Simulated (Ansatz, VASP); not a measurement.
# InPd: VASP beside Ansatz

```
In Pd
1.0
     3.13300    0.00000    0.00000
     0.00000    3.13300    0.00000
     0.00000    0.00000    3.47389
In Pd
1 1
Direct
  0.98510 0.00000 0.00000
  0.51608 0.50000 0.50000
```

Change from the starting cell: mode 4 frozen in at -0.052 Å, strain +e along z and -e/2 along x and y +0.0700.

Alike in both runs: task single point; functional PBEsol; k mesh 14 × 14 × 14; occupations gaussian, width 0.15 eV; no spin polarisation.

|  | VASP | Ansatz |
| --- | --- | --- |
| version | VASP 6.6.1 | Ansatz 0.2.0 |
| potentials or method | VASP PAW PBE potentials, release 64 (In_d, Pd), cutoff 520 eV | scalar-relativistic, plane waves, PAW |
| valence electrons in the cell | 23 | 31 |

Ansatz gave:

| Item | Value |
| --- | --- |
| gap on the k mesh at the Fermi level (eV) | none |
| pressure (GPa) | 1.1 |
| traceless stress, the component that is largest in VASP (GPa) | -1.53 |
| rms of the force components (eV/Å) | 0.219 |

**Question.** Which values does VASP return?

**Answer.** gap on the k mesh at the Fermi level (eV): none; pressure (GPa): 1.2; traceless stress, the component that is largest in VASP (GPa): -1.51; rms of the force components (eV/Å): 0.222.

VASP's potentials were made for PBE, not for PBEsol. Atom by atom the forces differ by 0.003 eV/Å (rms over components). A gap of «none» marks a metal or a gap that the smearing closes. The functional is the same, so the differences come from potentials, cutoffs and numerics. VASP's potentials hold 23 valence electrons a cell and Ansatz's 31, so a difference there can come from the potentials and not from the codes.
